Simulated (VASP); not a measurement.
A run of VASP 6.6.1 is set up as follows.

The input POSCAR:

```
LiH
1.0
    0.0000000000      2.0232356348      2.0232356348
    2.0232356348      0.0000000000      2.0232356348
    2.0232356348      2.0232356348      0.0000000000
Li H
1 1
Direct
    0.0000000000      0.0000000000      0.0000000000
    0.5000000000      0.5000000000      0.5000000000
```

INCAR.step1

```
  ALGO = Normal
  EDIFF = 1E-5
  ENCUT = 830
  GGA = PE
  GGA_COMPAT = F
  ISMEAR = 0
  LASPH = T
  LCHARG = F
  LREAL = F
  LWAVE = T
  NBANDS = 9
  NELM = 120
  PREC = Accurate
  SIGMA = 0.01
```

INCAR.step2

```
  ALGO = Normal
  EDIFF = 1E-6
  ENCUT = 830
  GGA_COMPAT = F
  ISIF = 2
  ISMEAR = 0
  ISTART = 1
  LASPH = T
  LCHARG = F
  LMIXTAU = T
  LREAL = F
  LWAVE = F
  METAGGA = R2SCAN
  NBANDS = 9
  NELM = 120
  PREC = Accurate
  SIGMA = 0.01
```

KPOINTS

```
k-points
0
Gamma
  10 10 10
```

Potentials or basis: VASP PAW PBE potentials, release 64 (Li_sv, H).

Command:

```console
$ cat potpaw_PBE.64/Li_sv/POTCAR potpaw_PBE.64/H/POTCAR > POTCAR
$ cp INCAR.step1 INCAR
$ mpirun -np 1 vasp_std > vasp.out
$ cp INCAR.step2 INCAR
$ mpirun -np 1 vasp_std > vasp.out
```

Task: Estimate the band gap on the k mesh.

Result: 3.59 eV, direct.

Task: Estimate the pressure.

Result: -1.0 GPa.

Caveat: the PAW data sets were made with another functional, which shifts forces and pressure a little. A k mesh can miss the band edges.
